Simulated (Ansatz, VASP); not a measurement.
# One calculation of Mg, two programs

Contents of INCAR:

```
ALGO = Normal ; EDIFF = 1E-7
ENCUT = 520 ; GGA = PE
ISIF = 2 ; ISMEAR = 0
LASPH = T ; LCHARG = F
LREAL = F ; LWAVE = F
NBANDS = 7 ; NELM = 100
PREC = Accurate ; SIGMA = 0.15
```

The input KPOINTS:

```
k-points
0
Gamma
  18 18 16
```

File POSCAR:

```
Mg
1.0
    2.8062758165      0.0000000000      0.0000000000
   -1.4031379083      2.4303061471      0.0000000000
    0.0000000000      0.0000000000      2.8012505644
Mg
1
Direct
    0.0000000000      0.0000000000      0.0000000000
```

Input for Ansatz:

```yaml
crystal:
  lattice:
    - [2.8062758165, 0.0, 0.0]
    - [-1.4031379083, 2.4303061471, 0.0]
    - [0.0, 0.0, 2.8012505644]
  atoms:
    - { symbol: Mg, position: [0.0, 0.0, 0.0] }
basis:
  ecutwfc: 420
kpoints:
  mp_grid: { grid: [18, 18, 16] }
hamiltonian:
  xc: pbe
scf:
  occupations: { method: gaussian, width: 0.15 }
output:
  forces: true
  stress: true
  eigenvalues: true
```

Change from the starting cell: strain -0.080 along x and y, -0.080 along z, atoms carried along.

Alike in both runs: task single point; functional PBE; k mesh 18 × 18 × 16; occupations gaussian, width 0.15 eV; no spin polarisation.

```csv
,VASP,Ansatz
version,VASP 6.6.1,Ansatz 0.2.0
potentials or method,"VASP PAW PBE potentials, release 64 (Mg), cutoff 520 eV","scalar-relativistic, plane waves, PAW"
valence electrons in the cell,2,10
```

Ansatz gave:

- gap on the k mesh at the Fermi level (eV): none
- pressure (GPa): 14.2
- traceless stress, the component that is largest in VASP (GPa): -3.98

**Question.** What did VASP give for the same quantities?

**Answer.** gap on the k mesh at the Fermi level (eV): none; pressure (GPa): 14.2; traceless stress, the component that is largest in VASP (GPa): -4.02.

A gap of «none» marks a metal or a gap that the smearing closes. VASP's potentials hold 2 valence electrons a cell and Ansatz's 10, so a difference there can come from the potentials and not from the codes.
